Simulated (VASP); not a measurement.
# KTaO2: single point with PBE

The system is KTaO2.

```
K Ta O
1.0
     6.18417    0.00000    0.00000
    -3.09208    5.35564    0.00000
     0.00000    0.00000    5.11132
K Ta O
1 1 2
Direct
  0.66667 0.33333 0.50000
  0.33333 0.66667 0.50000
  0.33333 0.66667 0.86755
  0.33333 0.66667 0.13245
```

The cell was generated, and may not be a known phase.

* Program: VASP 6.6.1
* Task: single point
* Functional: PBE
* Potentials or basis: VASP PAW PBE potentials, release 64 (K_sv, Ta_sv_GW, O)
* Cutoff: 700 eV
* k mesh: 6 × 6 × 4
* Occupations: gaussian, width 0.1 eV
* Spin: no spin polarisation

```yaml
Pressure: 0.0 GPa
Largest_force: 0.213 eV/Å
Band_gap_on_the_k_mesh: zero (bands 17 and 18 overlap by 0.29 eV)
```

Forces in eV/Å, atoms in the order of the input:
```
K    0.000  0.000  0.000
Ta   0.000  0.000  0.000
O    0.000  0.000 -0.213
O    0.000  0.000  0.213
```

Stress tensor (GPa, compression positive):
```
-0.02  0.00  0.00
 0.00 -0.02  0.00
 0.00  0.00  0.15
```

Levels at points of the mesh, in eV from the Fermi level:
```
           k point  band 15  band 16  band 17  band 18  band 19  band 20
(0.00, 0.00, 0.00)    -4.67    -2.39     0.04     0.04     2.21     2.73
(0.50, 0.00, 0.00)    -4.68    -1.66    -0.20     0.12     0.46     2.66
(0.00, 0.00, 0.50)    -3.46    -2.11     0.11     0.11     0.29     1.28
(0.50, 0.00, 0.50)    -3.46    -1.52    -0.11     0.16     0.39     1.18
```

Wall time 110 s on 1 thread of Intel(R) Xeon(R) 6975P-C (Granite Rapids), on a shared host, peak memory 0.46 GiB.

Caveat: spin-orbit coupling is left out, which moves the levels of the heavy elements.
